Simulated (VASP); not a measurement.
# MgAlSb5 (P1) in VASP: single point with r2SCAN

Aim: the single point of MgAlSb5 with r2SCAN.

Everything below comes from runs of VASP 6.6.1. Logs are shortened: lines on timing, memory, paths and dates and some standing lists are left out, and cuts for length are marked.

## Step 1: The cell of the first run

The typed cell holds 7 atoms: a = 4.469 Å, b = 6.578 Å, c = 6.169 Å, α = 88.18°, β = 109.40°, γ = 68.19°.

## Step 2: Single point, r2SCAN

Input file POSCAR:

```
MgAlSb5
1.0
    0.0964272000     -0.0058636300      4.4681871100
    4.7201779400     -3.9404201600      2.3380639800
    4.4346241300      3.7159254400     -2.1402564700
Mg Al Sb
1 1 5
Direct
    0.9825140000      0.0337260000      0.9605130000
    0.9778960000      0.5121310000      0.5114320000
    0.0501460000      0.7183470000      0.7488870000
    0.9738990000      0.2579720000      0.2418550000
    0.4438810000      0.4954310000      0.4608340000
    0.7499230000      0.7874310000      0.2526720000
    0.1668370000      0.2296030000      0.7535710000
```

Input file INCAR.step1:

```
ALGO = Normal
EDIFF = 1E-4
ENCUT = 520
GGA = PE
ISMEAR = -1
LASPH = True
LCHARG = False
LREAL = False
LWAVE = True
NBANDS = 24
NELM = 100
PREC = Accurate
SIGMA = 0.1
```

Input file INCAR.step2:

```
ALGO = Normal
EDIFF = 1E-6
ENCUT = 520
ISIF = 2
ISMEAR = -1
ISTART = 1
LASPH = True
LCHARG = False
LMIXTAU = True
LREAL = False
LWAVE = False
METAGGA = R2SCAN
NBANDS = 24
NELM = 100
PREC = Accurate
SIGMA = 0.1
```

Input file KPOINTS:

```
Automatic mesh
0
Gamma
  5 3 3
  0 0.5 0
```

Potentials or basis: VASP PAW PBE potentials, release 64 (Mg, Al, Sb).

Launch:

```
> cat potpaw_PBE.64/Mg/POTCAR potpaw_PBE.64/Al/POTCAR potpaw_PBE.64/Sb/POTCAR > POTCAR
> cp INCAR.step1 INCAR
> mpirun -np 1 vasp_std > vasp.out
> cp INCAR.step2 INCAR
> mpirun -np 1 vasp_std > vasp.out
```

OUTCAR:

```text
EDIFF = 1E-6
   ENCUT = 520
   ISIF = 2
   ISMEAR = -1
   ISTART = 1
   LASPH = True
   LREAL = False
   METAGGA = R2SCAN
   NELM = 100
   PREC = Accurate

 ion  position               nearest neighbor table
   1  0.983  0.034  0.961-   7 2.31   4 2.31   3 2.46   6 3.04   6 3.04   7 3.15   5 3.68
   2  0.978  0.512  0.511-   7 2.05   3 2.06   6 2.06   5 2.17   5 2.35   4 2.40
   3  0.050  0.718  0.749-   2 2.06   1 2.46   6 2.85   5 2.95   7 3.06   5 3.55   7 3.59   6 3.75

   4  0.974  0.258  0.242-   1 2.31   2 2.40   7 2.96   5 3.06   5 3.06   6 3.26   7 3.39   6 3.59
                             6 3.67
   5  0.444  0.495  0.461-   2 2.17   2 2.35   6 2.78   7 2.91   3 2.95   4 3.06   4 3.06   6 3.19
                             7 3.28   3 3.55   1 3.68
   6  0.750  0.787  0.253-   2 2.06   5 2.78   3 2.85   1 3.04   1 3.04   5 3.19   4 3.26   4 3.59
                             7 3.63   4 3.67   3 3.75
   7  0.167  0.230  0.754-   2 2.05   1 2.31   5 2.91   4 2.96   3 3.06   1 3.15   5 3.28   4 3.39
                             3 3.59   6 3.63

  LATTYP: Found a triclinic cell.
 ALAT       =     6.4340679622
 B/A-ratio  =     1.0224110580
 C/A-ratio  =     0.9587788712
 COS(alpha) =     0.0316865778
 COS(beta)  =     0.2631111075
 COS(gamma) =     0.7642853737

  Lattice vectors:

 A1 = (  -4.6237507400,   3.9345565300,   2.1301231300)
 A2 = (  -4.7201779400,   3.9404201600,  -2.3380639800)
 A3 = (  -4.4346241300,  -3.7159254400,   2.1402564700)

Analysis of symmetry for initial positions (statically):
=====================================================================
 Subroutine PRICEL returns:
 Original cell was already a primitive cell.

 Routine SETGRP: Setting up the symmetry group for a
 triclinic supercell.

 Subroutine GETGRP returns: Found  1 space group operations
 (whereof  1 operations were pure point group operations)
 out of a pool of  2 trial point group operations.

The static configuration has the point symmetry C_1 .

Analysis of symmetry for dynamics (positions and initial velocities):
=====================================================================
 Subroutine PRICEL returns:
 Original cell was already a primitive cell.

 Routine SETGRP: Setting up the symmetry group for a
 triclinic supercell.

 Subroutine GETGRP returns: Found  1 space group operations
 (whereof  1 operations were pure point group operations)
 out of a pool of  2 trial point group operations.

The dynamic configuration has the point symmetry C_1 .

 Subroutine INISYM returns: Found  1 space group operations
 (whereof  1 operations are pure point group operations),
 and found     1 'primitive' translations

----------------------------------------------------------------------------------------

                                     Primitive cell

  volume of cell :     156.3050

  direct lattice vectors                    reciprocal lattice vectors
     0.096427200 -0.005863630  4.468187110    -0.001628621  0.130967169  0.224011431
     4.720177940 -3.940420160  2.338063980     0.106144385 -0.128089994 -0.002458778
     4.434624130  3.715925440 -2.140256470     0.112554445  0.133490178 -0.002253839

  length of vectors
     4.469231325  6.578262232  6.168848418     0.259492144  0.166372241  0.174623053

  position of ions in fractional coordinates (direct lattice)
     0.982514000  0.033726000  0.960513000
     0.977896000  0.512131000  0.511432000
     0.050146000  0.718347000  0.748887000
     0.973899000  0.257972000  0.241855000
     0.443881000  0.495431000  0.460834000
     0.749923000  0.787431000  0.252672000
     0.166837000  0.229603000  0.753571000

  ion indices of the primitive-cell ions
   primitive index   ion index
                 1           1
                 2           2
                 3           3
                 4           4
                 5           5
                 6           6
                 7           7

----------------------------------------------------------------------------------------

 KPOINTS: Automatic mesh

Automatic generation of k-mesh.
 Grid dimensions read from file:
 generate k-points for:    5    3    3

 Generating k-lattice:

  Cartesian coordinates                     Fractional coordinates (reciprocal lattice)
    -0.000325724  0.026193434  0.044802286     0.200000000  0.000000000  0.000000000
     0.035381462 -0.042696665 -0.000819593     0.000000000  0.333333333 -0.000000000
     0.037518148  0.044496726 -0.000751280     0.000000000  0.000000000  0.333333333

  Length of vectors
     0.051898429  0.055457414  0.058207684

  Shift w.r.t. Gamma in fractional coordinates (k-lattice)
     0.000000000  0.500000000  0.000000000

 Subroutine IBZKPT returns following result:
 ===========================================

 Found     23 irreducible k-points:

 Following reciprocal coordinates:
            Coordinates               Weight
  0.000000  0.166667 -0.000000      2.000000
  0.200000  0.166667  0.000000      2.000000
  0.400000  0.166667  0.000000      2.000000
 -0.400000  0.166667  0.000000      2.000000
 -0.200000  0.166667 -0.000000      2.000000
  0.000000  0.500000 -0.000000      1.000000
[... 15 lines left out ...]
 -0.400000 -0.166667  0.333333      2.000000
 -0.200000 -0.166667  0.333333      2.000000
   k-points           NKPTS =     23   k-points in BZ     NKDIM =     23   number of bands    NBANDS=     24
   number of dos      NEDOS =    301   number of ions     NIONS =      7
   total plane-waves  NPLWV =  86400
   dimension x,y,z NGX =    36 NGY =   50 NGZ =   48
   dimension x,y,z NGXF=    72 NGYF=  100 NGZF=   96
   ions per type =               1   1   5
   NGX,Y,Z   is equivalent  to a cutoff of  13.39, 12.64, 12.94 a.u.
   NGXF,Y,Z  is equivalent  to a cutoff of  26.78, 25.27, 25.87 a.u.
 SYSTEM =  unknown system
   PREC   = accura    normal or accurate (medium, high low for compatibility)
   ISTART =      1    job   : 0-new  1-cont  2-samecut
   ICHARG =      0    charge: 1-file 2-atom 10-const
   ISPIN  =      1    spin polarized calculation?
   LNONCOLLINEAR =      F non collinear calculations
   LSORBIT =      F    spin-orbit coupling
   LASPH  =      T    aspherical Exc in radial PAW
   ENCUT  =  520.0 eV  38.22 Ry    6.18 a.u.   8.31 12.23 11.47*2*pi/ulx,y,z
   NELM   =    100;   NELMIN=  2; NELMDL=  0     # of ELM steps
   EDIFF  = 0.1E-05   stopping-criterion for ELM
   LREAL  =      F    real-space projection
   EDIFFG = 0.1E-04   stopping-criterion for IOM
   NSW    =      0    number of steps for IOM
   IBRION =     -1    ionic relax: 0-MD 1-quasi-New 2-CG
   NFREE  =      0    steps in history (QN), initial steepest desc. (CG)
   ISIF   =      2    stress and relaxation
   ISYM   =      2    0-nonsym 1-usesym 2-fastsym
   POTIM  = 0.5000    time-step for ionic-motion
   TEBEG  =    0.0;   TEEND  =   0.0 temperature during run
   PSTRESS=    0.0 pullay stress
   NELECT =      30.0000    total number of electrons
   NUPDOWN=      -1.0000    fix difference up-down
   EMIN   =  10.00;   EMAX   =-10.00  energy-range for DOS
   EFERMI =   0.00;   METHOD = LEGACY
   ISMEAR =    -1;   SIGMA  =   0.10  broadening in eV -4-tet -1-fermi 0-gaus
   EFERMI_NEDOS =   21; number of points for ismear=-14 and -15
   IALGO  =     38    algorithm
   IMIX   =      4    mixing-type and parameters
     AMIX     =   0.40;   BMIX     =  1.00
     AMIX_MAG =   1.60;   BMIX_MAG =  1.00
  volume/ion in A,a.u.               =      22.33       150.69
  Fermi-wavevector in a.u.,A,eV,Ry     =   0.944331  1.784527 12.133147  0.891761
  Thomas-Fermi vector in A             =   2.072125
   LORBIT       =      0    0 simple, 1 ext, 2 COOP (PROOUT), +10 PAW based schemes
   METAGGA = R2SCAN    functional components
   LHFCALC =     F    Hartree Fock is set to
   AEXX    =    0.0000 exact exchange contribution
   IVDW    =     0    specifies the selected vdW correction
   LEPSILON=     F    determine dielectric tensor
   LRPA    =     F    only Hartree local field effects (RPA)
 non-spin polarized calculation
  energy-cutoff  :      520.00
  volume of cell :      156.31
 maximum number of plane-waves:      4220
 NGX is ok and might be reduce to    36
   NGX = 17   NGY = 25   NGZ = 23

 number of electron      30.0000000 magnetization

 Free energy of the ion-electron system (eV)
  ---------------------------------------------------
  ext. energy  EPLUGINS =         0.00000000
  ---------------------------------------------------
  free energy    TOTEN  =      -122.92540987 eV

  energy without entropy =     -122.81374724  energy(sigma->0) =     -122.86957856

 E-fermi :   8.6897     XC(G=0): -10.5903

 val. band max:        8.6840748874   @ k =  -0.2000   0.1667   0.3333
 cond. band min:       8.7288935104   @ k =   0.2000   0.1667   0.3333
 fundamental gap:      0.0448186230
 Fermi energy:         8.6896729410

 k-point     1 :       0.0000    0.1667   -0.0000
  band No.  band energies     occupation
      1      -6.9071      2.00000
      2      -3.4087      2.00000
      3      -2.1309      2.00000
      4      -0.7520      2.00000
      5       0.3693      2.00000
      6       1.8694      2.00000
[... 16 lines left out ...]
     23      13.9569      0.00000
     24      14.3605      0.00000

 k-point     2 :       0.2000    0.1667    0.0000
  band No.  band energies     occupation
      1      -6.6622      2.00000
      2      -3.1187      2.00000
      3      -2.1654      2.00000
      4      -1.2755      2.00000
      5       0.2431      2.00000
      6       0.5642      2.00000
[... 16 lines left out ...]
     23      13.9779      0.00000
     24      14.4027      0.00000

 k-point     3 :       0.4000    0.1667    0.0000
  band No.  band energies     occupation
      1      -5.9474      2.00000
      2      -3.6096      2.00000
      3      -2.2068      2.00000
      4      -1.9503      2.00000
      5       0.0994      2.00000
      6       0.8940      2.00000
[... 16 lines left out ...]
     23      14.4251      0.00000
     24      14.7138      0.00000

 k-point     4 :      -0.4000    0.1667    0.0000
  band No.  band energies     occupation
      1      -5.8527      2.00000
      2      -3.7312      2.00000
      3      -2.4433      2.00000
      4      -1.9726      2.00000
      5       0.0136      2.00000
      6       1.3629      2.00000
[... 16 lines left out ...]
     23      14.4240      0.00000
     24      14.8050      0.00000

 k-point     5 :      -0.2000    0.1667   -0.0000
  band No.  band energies     occupation
      1      -6.5626      2.00000
      2      -3.6163      2.00000
      3      -2.1244      2.00000
      4      -0.9932      2.00000
      5       0.1067      2.00000
      6       1.0530      2.00000
[... 16 lines left out ...]
     23      13.5839      0.00000
     24      14.0783      0.00000

 k-point     6 :       0.0000    0.5000   -0.0000
  band No.  band energies     occupation
      1      -6.7572      2.00000
      2      -4.0499      2.00000
      3      -1.9630      2.00000
      4      -0.3902      2.00000
      5       0.4166      2.00000
      6       1.4147      2.00000
[... 16 lines left out ...]
     23      13.2662      0.00000
     24      13.5377      0.00000
[... 352 lines left out ...]
 k-point    20 :       0.2000   -0.1667    0.3333
  band No.  band energies     occupation
      1      -6.4157      2.00000
      2      -3.3792      2.00000
      3      -2.8976      2.00000
      4      -1.1590      2.00000
      5      -0.7620      2.00000
      6       2.0791      2.00000
[... 16 lines left out ...]
     23      13.4927      0.00000
     24      13.9319      0.00000

 k-point    21 :       0.4000   -0.1667    0.3333
  band No.  band energies     occupation
      1      -5.7889      2.00000
      2      -3.6616      2.00000
      3      -2.4483      2.00000
      4      -2.0425      2.00000
      5      -0.8428      2.00000
      6       1.6133      2.00000
[... 16 lines left out ...]
     23      14.2275      0.00000
     24      14.8473      0.00000

 k-point    22 :      -0.4000   -0.1667    0.3333
  band No.  band energies     occupation
      1      -5.9464      2.00000
      2      -3.5361      2.00000
      3      -2.1813      2.00000
      4      -1.9391      2.00000
      5      -0.4388      2.00000
      6       1.0104      2.00000
[... 16 lines left out ...]
     23      14.4633      0.00000
     24      14.9100      0.00000

 k-point    23 :      -0.2000   -0.1667    0.3333
  band No.  band energies     occupation
      1      -6.5708      2.00000
      2      -3.1871      2.00000
      3      -2.6053      2.00000
      4      -1.2319      2.00000
      5      -0.0637      2.00000
      6       1.2951      2.00000
[... 16 lines left out ...]
     23      13.8042      0.00000
     24      14.4365      0.00000

------------------------ aborting loop because EDIFF is reached ----------------------------------------

  FORCE on cell =-STRESS in cart. coord.  units (eV):
  Direction    XX          YY          ZZ          XY          YZ          ZX
  --------------------------------------------------------------------------------------
  -------------------------------------------------------------------------------------
  Total       55.0430018     60.9956054     40.8751966     -3.1429795    -10.3631567      3.2610717
  in kB      564.2086766    625.2247998    418.9840636    -32.2165622   -106.2257274     33.4270459
  external PRESSURE =     536.1391800 kB  Pullay stress =       0.0000000 kB

 VOLUME and BASIS-vectors are now :
 -----------------------------------------------------------------------------
  energy-cutoff  :      520.00
  volume of cell :      156.31
      direct lattice vectors                 reciprocal lattice vectors
     0.096427200 -0.005863630  4.468187110    -0.001628621  0.130967169  0.224011431
     4.720177940 -3.940420160  2.338063980     0.106144385 -0.128089994 -0.002458778
     4.434624130  3.715925440 -2.140256470     0.112554445  0.133490178 -0.002253839

 POSITION                                       TOTAL-FORCE (eV/Angst)
 -----------------------------------------------------------------------------------
      4.51345      3.43054      2.41317        -1.980452      2.261762     -3.162558
      4.77965     -0.12330      4.47222        -5.851351      0.471232     -4.007440
      6.71659     -0.04807      0.30079        10.716579      1.056462      1.419485
      2.38412     -0.12351      4.43709        -0.691406      0.153632     -0.704426
      4.42495     -0.24238      2.15539        -1.716353     -0.358246      4.498115
      4.90963     -2.16830      4.65108         0.866733    -13.296983      0.319451
      4.44166      1.89450     -0.33055        -1.343750      9.712141      1.637373
 -----------------------------------------------------------------------------------
    total drift:                               -0.002773      0.000268     -0.000921

  FREE ENERGIE OF THE ION-ELECTRON SYSTEM (eV)
  ---------------------------------------------------
  free  energy   TOTEN  =      -122.9254098724 eV

  energy  without entropy=     -122.8137472380  energy(sigma->0) =     -122.86957856
```

Run time: 4.7 min. Hardware: 1 thread of Intel Xeon Platinum 8375C at 2.90GHz (Ice Lake), shared host; peak memory 0.35 GiB.

What came out:

```
Free energy            : -122.9254 eV
Pressure               : 53.6 GPa
Largest force          : 13.329 eV/Å
Band gap on the k mesh : zero (bands 15 and 16 overlap by 0.89 eV)
```

Forces on the atoms (eV/Å):
```
Mg   -1.980   2.262  -3.163
Al   -5.851   0.471  -4.007
Sb   10.717   1.056   1.419
Sb   -0.691   0.154  -0.704
Sb   -1.716  -0.358   4.498
Sb    0.867 -13.297   0.319
Sb   -1.344   9.712   1.637
```

Levels at points of the mesh, in eV from the Fermi level:
| k point | band 13 | band 14 | band 15 | band 16 | band 17 | band 18 |
| --- | --- | --- | --- | --- | --- | --- |
| (0.00, 0.50, 0.00) | -1.31 | -1.13 | -1.01 | -0.20 | 0.83 | 1.42 |

Caveat: the k points lie up to 0.37 Å⁻¹ apart, too coarse for converged energies and pressures of a metal; the PAW data sets were made with another functional, which shifts forces and pressure a little; spin-orbit coupling is left out, which moves the levels of the heavy elements.
